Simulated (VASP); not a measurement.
# Os5Rh3 in VASP: single point with PBE

Aim: the single point of Os5Rh3 with PBE.

Program: VASP 6.6.1. These are calculated values, not measurements. Logs are shortened: lines on timing, memory, paths and dates and some standing lists are left out, and cuts for length are marked.

## 1. The cell of the first run

The typed cell holds 16 atoms: a = 6.656 Å, b = 6.654 Å, c = 6.654 Å, α = 109.66°, β = 109.37°, γ = 109.37°.

## 2. Single point, PBE

INCAR

```
PREC = Accurate ; ENCUT = 520
EDIFF = 1E-6 ; ISMEAR = 0
SIGMA = 0.1 ; LREAL = Auto
LASPH = T ; NELM = 60
ALGO = Fast ; ISIF = 2
LWAVE = F ; LCHARG = F
GGA = PE ; NBANDS = 99
ISYM = 0
```

KPOINTS

```
Automatic mesh
0
Gamma
  3 3 3
```

POSCAR

```
Os5Rh3
1.0
   -3.8327991873      3.8475764891     -3.8476257163
    3.8327862539      3.8460797076      3.8461418682
    3.8326576687     -3.8460926410     -3.8460003496
Rh Os
6 10
Direct
    0.2510416368      0.0012340717      0.7490857354
    0.4994270263      0.9998142245      0.4988752792
   -0.0018751987      0.4980749671      0.4971258324
   -0.0018627069      0.0002990932     -0.0006515832
    0.4994328922      0.4998055326     -0.0011203933
    0.2510887096      0.7500731318      0.0002820986
    0.9974964341      0.2488636933      0.7479368556
    0.7477554517      0.4984606071      0.7485894482
    0.2499754580      0.2518268374      0.4974558108
    0.5029358215      0.7493859346      0.7484694770
    0.7523052700      1.0007328411      0.2508470107
    0.5029261617      0.2537371794      0.2528137807
    0.7478065679      0.7495714836      0.4975299729
    0.2499334867      0.4984054684      0.2508328888
   -0.0025071909      0.7488457230      0.2479070452
    0.7523697884      0.2518571938      0.9997969009
```

Potentials or basis: VASP PAW PBE potentials, release 64 (Rh_pv, Os).

Started as:

```sh
$ cat potpaw_PBE.64/Rh_pv/POTCAR potpaw_PBE.64/Os/POTCAR > POTCAR
$ mpirun -np 1 vasp_std > vasp.out
```

OUTCAR:

```text
PREC = Accurate
   ENCUT = 520
   EDIFF = 1E-6
   ISMEAR = 0
   LREAL = Auto
   LASPH = T
   NELM = 60
   ISIF = 2
   GGA = PE
   ISYM = 0

 ion  position               nearest neighbor table
   1  0.251  0.001  0.749-   5 2.71   2 2.71  15 2.72   7 2.72  16 2.73   9 2.73   3 2.73   4 2.73
                             6 2.73  12 2.74  10 2.74  13 2.74
   2  0.499  1.000  0.499-   6 2.71   1 2.71  13 2.71   8 2.71   7 2.71  12 2.72  10 2.72  11 2.72
                            16 2.72  14 2.72   9 2.72  15 2.73
   3  0.998  0.498  0.497-  12 2.69  16 2.70  11 2.70  14 2.70   9 2.70  15 2.72   7 2.72  13 2.73
                             8 2.73   6 2.73   1 2.73  10 2.75
   4  0.998  0.000  0.999-  10 2.69  11 2.70  16 2.70   9 2.70  14 2.70   7 2.72  15 2.72  13 2.72
                             8 2.73   1 2.73   6 2.73  12 2.75
   5  0.499  0.500  0.999-   1 2.71   8 2.71   6 2.71  13 2.71  15 2.71  10 2.72  12 2.72  16 2.72
                            11 2.72   9 2.72  14 2.72   7 2.73
   6  0.251  0.750  0.000-   2 2.71   5 2.71   7 2.72  15 2.72  11 2.73  14 2.73   3 2.73   1 2.73
                             4 2.73  10 2.74  12 2.74   8 2.74
   7  0.997  0.249  0.748-  16 2.70  11 2.70   2 2.71  13 2.71   8 2.71   4 2.72   3 2.72   1 2.72
                             6 2.72  14 2.73   5 2.73   9 2.73
   8  0.748  0.498  0.749-  10 2.69  12 2.69   5 2.71   2 2.71  16 2.71   9 2.71  15 2.71   7 2.71
                             3 2.73   4 2.73  13 2.73   6 2.74
   9  0.250  0.252  0.497-  14 2.68  10 2.70  12 2.70   4 2.70   3 2.70  11 2.71   8 2.71   5 2.72
                             2 2.72   7 2.73  15 2.73   1 2.73
  10  0.503  0.749  0.748-   8 2.69  13 2.69   4 2.69   9 2.70  14 2.70   5 2.72   2 2.72  11 2.73
                            16 2.73   6 2.74   1 2.74   3 2.75
  11  0.752  0.001  0.251-   7 2.70  15 2.70   4 2.70   3 2.70  13 2.71   9 2.71   2 2.72   5 2.72
                             6 2.73  10 2.73  12 2.73  16 2.73
  12  0.503  0.254  0.253-   8 2.69  13 2.69   3 2.69   9 2.70  14 2.70   2 2.72   5 2.72  11 2.73
                            16 2.73   6 2.74   1 2.74   4 2.75
  13  0.748  0.750  0.498-  10 2.69  12 2.69   2 2.71   5 2.71  11 2.71  14 2.71   7 2.71  15 2.71
                             4 2.72   3 2.73   8 2.73   1 2.74
  14  0.250  0.498  0.251-   9 2.68  10 2.70  12 2.70   3 2.70   4 2.70  16 2.71  13 2.71   2 2.72
                             5 2.72   7 2.73  15 2.73   6 2.73
  15  0.997  0.749  0.248-  16 2.70  11 2.70   5 2.71   8 2.71  13 2.71   3 2.72   4 2.72   1 2.72
                             6 2.72  14 2.73   2 2.73   9 2.73
  16  0.752  0.252  1.000-   7 2.70  15 2.70   3 2.70   4 2.70  14 2.71   8 2.71   5 2.72   2 2.72
                             1 2.73  12 2.73  10 2.73  11 2.73

IMPORTANT INFORMATION: All symmetrisations will be switched off!
NOSYMM: (Re-)initialisation of all symmetry stuff for point group C_1.

----------------------------------------------------------------------------------------

                                     Primitive cell

  volume of cell :     226.8669

  direct lattice vectors                    reciprocal lattice vectors
    -3.832799187  3.847576489 -3.847625716     0.000002618  0.129952151 -0.129952660
     3.832786254  3.846079708  3.846141868     0.130455808  0.129977438  0.000022669
     3.832657669 -3.846092641 -3.846000350     0.130457988 -0.000024849 -0.129980128

  length of vectors
     6.655705680  6.653975267  6.653826876     0.183780454  0.184154426  0.184157870

  position of ions in fractional coordinates (direct lattice)
     0.251041637  0.001234072  0.749085735
     0.499427026  0.999814224  0.498875279
     0.998124801  0.498074967  0.497125832
     0.998137293  0.000299093  0.999348417
     0.499432892  0.499805533  0.998879607
     0.251088710  0.750073132  0.000282099
[... 8 lines left out ...]
     0.997492809  0.748845723  0.247907045
     0.752369788  0.251857194  0.999796901

  ion indices of the primitive-cell ions
   primitive index   ion index
                 1           1
                 2           2
                 3           3
                 4           4
                 5           5
                 6           6
[... 8 lines left out ...]
                15          15
                16          16

----------------------------------------------------------------------------------------

 KPOINTS: Automatic mesh

Automatic generation of k-mesh.
 Grid dimensions read from file:
 generate k-points for:    3    3    3

 Generating k-lattice:

  Cartesian coordinates                     Fractional coordinates (reciprocal lattice)
     0.000000873  0.043317384 -0.043317553     0.333333333  0.000000000  0.000000000
     0.043485269  0.043325813  0.000007556     0.000000000  0.333333333  0.000000000
     0.043485996 -0.000008283 -0.043326709    -0.000000000  0.000000000  0.333333333

  Length of vectors
     0.061260151  0.061384809  0.061385957

  Shift w.r.t. Gamma in fractional coordinates (k-lattice)
     0.000000000  0.000000000  0.000000000

 Subroutine IBZKPT returns following result:
 ===========================================

 Found     14 irreducible k-points:

 Following reciprocal coordinates:
            Coordinates               Weight
  0.000000  0.000000  0.000000      1.000000
  0.333333 -0.000000  0.000000      2.000000
  0.000000  0.333333 -0.000000      2.000000
  0.000000 -0.000000 -0.333333      2.000000
  0.333333  0.333333 -0.000000      2.000000
 -0.333333  0.000000 -0.333333      2.000000
 -0.333333  0.333333 -0.000000      2.000000
  0.333333 -0.000000 -0.333333      2.000000
  0.000000  0.333333  0.333333      2.000000
  0.333333  0.333333  0.333333      2.000000
 -0.333333  0.333333  0.333333      2.000000
 -0.000000 -0.333333  0.333333      2.000000
  0.333333 -0.333333  0.333333      2.000000
 -0.333333 -0.333333  0.333333      2.000000
   k-points           NKPTS =     14   k-points in BZ     NKDIM =     14   number of bands    NBANDS=     99
   number of dos      NEDOS =    301   number of ions     NIONS =     16
   total plane-waves  NPLWV = 125000
   dimension x,y,z NGX =    50 NGY =   50 NGZ =   50
   dimension x,y,z NGXF=   100 NGYF=  100 NGZF=  100
   ions per type =               6  10
   NGX,Y,Z   is equivalent  to a cutoff of  12.49, 12.49, 12.49 a.u.
   NGXF,Y,Z  is equivalent  to a cutoff of  24.98, 24.98, 24.99 a.u.
 SYSTEM =  unknown system
   PREC   = accura    normal or accurate (medium, high low for compatibility)
   ISTART =      0    job   : 0-new  1-cont  2-samecut
   ICHARG =      2    charge: 1-file 2-atom 10-const
   ISPIN  =      1    spin polarized calculation?
   LNONCOLLINEAR =      F non collinear calculations
   LSORBIT =      F    spin-orbit coupling
   LASPH  =      T    aspherical Exc in radial PAW
   ENCUT  =  520.0 eV  38.22 Ry    6.18 a.u.  12.38 12.37 12.37*2*pi/ulx,y,z
   NELM   =     60;   NELMIN=  2; NELMDL= -5     # of ELM steps
   EDIFF  = 0.1E-05   stopping-criterion for ELM
   LREAL  =      T    real-space projection
   EDIFFG = 0.1E-04   stopping-criterion for IOM
   NSW    =      0    number of steps for IOM
   IBRION =     -1    ionic relax: 0-MD 1-quasi-New 2-CG
   NFREE  =      0    steps in history (QN), initial steepest desc. (CG)
   ISIF   =      2    stress and relaxation
   ISYM   =      0    0-nonsym 1-usesym 2-fastsym
   POTIM  = 0.5000    time-step for ionic-motion
   TEBEG  =    0.0;   TEEND  =   0.0 temperature during run
   PSTRESS=    0.0 pullay stress
   NELECT =     170.0000    total number of electrons
   NUPDOWN=      -1.0000    fix difference up-down
   EMIN   =  10.00;   EMAX   =-10.00  energy-range for DOS
   EFERMI =   0.00;   METHOD = LEGACY
   ISMEAR =     0;   SIGMA  =   0.10  broadening in eV -4-tet -1-fermi 0-gaus
   EFERMI_NEDOS =   21; number of points for ismear=-14 and -15
   IALGO  =     68    algorithm
   IMIX   =      4    mixing-type and parameters
     AMIX     =   0.40;   BMIX     =  1.00
     AMIX_MAG =   1.60;   BMIX_MAG =  1.00
  volume/ion in A,a.u.               =      14.18        95.69
  Fermi-wavevector in a.u.,A,eV,Ry     =   1.486965  2.809956 30.083366  2.211065
  Thomas-Fermi vector in A             =   2.600185
   LORBIT       =      0    0 simple, 1 ext, 2 COOP (PROOUT), +10 PAW based schemes
   GGA     = PE    functional components
   LHFCALC =     F    Hartree Fock is set to
   AEXX    =    0.0000 exact exchange contribution
   IVDW    =     0    specifies the selected vdW correction
   LEPSILON=     F    determine dielectric tensor
   LRPA    =     F    only Hartree local field effects (RPA)
 non-spin polarized calculation
 RMM-DIIS sequential band-by-band and
 Gauss-broadening in eV      SIGMA  =   0.10
  energy-cutoff  :      520.00
  volume of cell :      226.87
 maximum number of plane-waves:      6114
 NGX is ok and might be reduce to    50
   NGX = 25   NGY = 25   NGZ = 25

 number of electron     170.0000028 magnetization

 Free energy of the ion-electron system (eV)
  ---------------------------------------------------
  ext. energy  EPLUGINS =         0.00000000
  ---------------------------------------------------
  free energy    TOTEN  =      -154.45777805 eV

  energy without entropy =     -154.36711634  energy(sigma->0) =     -154.41244720

 E-fermi :  10.0335     XC(G=0): -13.9383

 val. band max:       10.0314880483   @ k =   0.3333  -0.0000   0.0000
 cond. band min:      10.0357542433   @ k =   0.3333  -0.0000  -0.3333
 fundamental gap:      0.0042661949
 Fermi energy:        10.0335237145

 k-point     1 :       0.0000    0.0000    0.0000
  band No.  band energies     occupation
      1     -36.9796      2.00000
      2     -36.9734      2.00000
      3     -36.9706      2.00000
      4     -36.9607      2.00000
      5     -36.9499      2.00000
      6     -36.9464      2.00000
[... 89 lines left out ...]
     96      12.5875      0.00000
     97      12.5966      0.00000

 k-point     2 :       0.3333   -0.0000    0.0000
  band No.  band energies     occupation
      1     -36.9783      2.00000
      2     -36.9757      2.00000
      3     -36.9682      2.00000
      4     -36.9620      2.00000
      5     -36.9513      2.00000
      6     -36.9459      2.00000
[... 1289 lines left out ...]
     96      11.1971      0.00000
     97      11.2423      0.00000
 [bands above 97 left out]

------------------------ aborting loop because EDIFF is reached ----------------------------------------

  FORCE on cell =-STRESS in cart. coord.  units (eV):
  Direction    XX          YY          ZZ          XY          YZ          ZX
  --------------------------------------------------------------------------------------
  -------------------------------------------------------------------------------------
  Total        0.0575158      0.0920079      0.0974456     -0.0012782      0.0417459     -0.0091448
  in kB        0.4061876      0.6497776      0.6881791     -0.0090269      0.2948175     -0.0645826
  external PRESSURE =       0.5813814 kB  Pullay stress =       0.0000000 kB

 VOLUME and BASIS-vectors are now :
 -----------------------------------------------------------------------------
  energy-cutoff  :      520.00
  volume of cell :      226.87
      direct lattice vectors                 reciprocal lattice vectors
    -3.832799187  3.847576489 -3.847625716     0.000002618  0.129952151 -0.129952660
     3.832786254  3.846079708  3.846141868     0.130455808  0.129977438  0.000022669
     3.832657669 -3.846092641 -3.846000350     0.130457988 -0.000024849 -0.129980128

 POSITION                                       TOTAL-FORCE (eV/Angst)
 -----------------------------------------------------------------------------------
      1.91353     -1.91040     -3.84215         0.000491      0.000342      0.003040
      3.82989      3.84823      0.00514         0.001165      0.001156     -0.002778
     -0.01128      3.84401     -3.83669         0.007078      0.003169     -0.004541
      0.00565     -0.00203     -7.68280        -0.008342      0.003211     -0.004342
      3.82979      0.00211     -3.84100         0.001649      0.001015     -0.002287
      1.91358      3.84984      1.91771         0.001795     -0.004248     -0.001271
[... 8 lines left out ...]
     -0.00288      5.76458     -1.91126         0.000274     -0.000684      0.002376
      1.91351      0.01815     -5.77138        -0.001932     -0.003467     -0.001357
 -----------------------------------------------------------------------------------
    total drift:                               -0.003903      0.000562      0.003133

  FREE ENERGIE OF THE ION-ELECTRON SYSTEM (eV)
  ---------------------------------------------------
  free  energy   TOTEN  =      -154.4577780544 eV

  energy  without entropy=     -154.3671163377  energy(sigma->0) =     -154.41244720
```

It took 11 min on 1 thread of Intel Xeon 6975P-C (Granite Rapids), shared host; peak memory 0.47 GiB.

Results:

```
Free energy            : -154.4578 eV
Pressure               : 0.1 GPa
Largest force          : 0.013 eV/Å
Band gap on the k mesh : zero (band 85 reaches 10.10 eV, above the bottom of band 86 at 9.60 eV)
```

Forces in eV/Å, atoms in the order of the input:
```
Rh   0.000  0.000  0.003
Rh   0.001  0.001 -0.003
Rh   0.007  0.003 -0.005
Rh  -0.008  0.003 -0.004
Rh   0.002  0.001 -0.002
Rh   0.002 -0.004 -0.001
Os  -0.002  0.000  0.004
Os   0.000 -0.002 -0.005
Os  -0.001  0.002  0.013
Os   0.009  0.005 -0.002
Os   0.001  0.001  0.001
Os  -0.007  0.005 -0.001
Os   0.000  0.003  0.004
Os  -0.001 -0.013 -0.003
Os   0.000 -0.001  0.002
Os  -0.002 -0.003 -0.001
```

Caveat: the k points lie up to 0.39 Å⁻¹ apart; spin-orbit coupling is left out, which moves the levels of the heavy elements.
